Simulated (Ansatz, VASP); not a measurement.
## AgRh: VASP beside Ansatz

Contents of INCAR:

```
ALGO = Normal
EDIFF = 1E-6
ENCUT = 520
GGA = PE
ISIF = 2
ISMEAR = -1
LASPH = T
LCHARG = F
LREAL = F
LWAVE = F
NBANDS = 20
NELM = 60
PREC = Accurate
SIGMA = 0.05
```

Contents of KPOINTS:

```
k-points
0
Gamma
  14 14 7
```

Contents of POSCAR:

```
AgRh
1.0
    2.6413989987      0.0000000000      0.0000000000
   -1.3206994994      2.2875186344      0.0000000000
    0.0000000000      0.0000000000      4.5728292297
Ag Rh
1 1
Direct
    0.0000000000      0.0000000000      0.5000000000
    0.6666666667      0.3333333333      0.0000000000
```

Input for Ansatz:

```yaml
crystal:
  lattice:
    - [2.6413989987, 0.0, 0.0]
    - [-1.3206994994, 2.2875186344, 0.0]
    - [0.0, 0.0, 4.5728292297]
  atoms:
    - { symbol: Ag, position: [0.0, 0.0, 0.5] }
    - { symbol: Rh, position: [0.6666666667, 0.3333333333, 0.0] }
kpoints:
  mp_grid: { grid: [14, 14, 7] }
scf:
  occupations: { method: fermi_dirac, width: 0.05 }
hamiltonian:
  xc: pbe
  pseudopotentials: { kind: paw }
output:
  forces: true
  stress: true
  eigenvalues: true
```

Change from the starting cell: volume scaled by 0.86, no spin polarisation, PAW files.

Alike in both runs: task single point; functional PBE; k mesh 14 × 14 × 7; occupations fermi-dirac, width 0.05 eV; no spin polarisation.

|  | VASP | Ansatz |
| --- | --- | --- |
| version | VASP 6.6.1 | Ansatz 0.2.0 |
| potentials or method | VASP PAW PBE potentials, release 64 (Ag, Rh_pv) | PAW with Ansatz's default frozen-core files, scalar-relativistic |
| plane-wave cutoff (eV) | 520 | 420 |
| valence electrons in the cell | 26 | 36 |

|  | VASP | Ansatz | Ansatz less VASP |
| --- | --- | --- | --- |
| pressure (GPa) | 30.6 | 30.9 | +0.32 |
| traceless stress, the component that is largest in VASP (GPa) | -4.23 | -4.31 | -0.073 |

Both programs put the cell under a high pressure, so it lies far from rest at this level. VASP's potentials hold 26 valence electrons a cell and Ansatz's 36, so a difference there can come from the potentials and not from the codes.
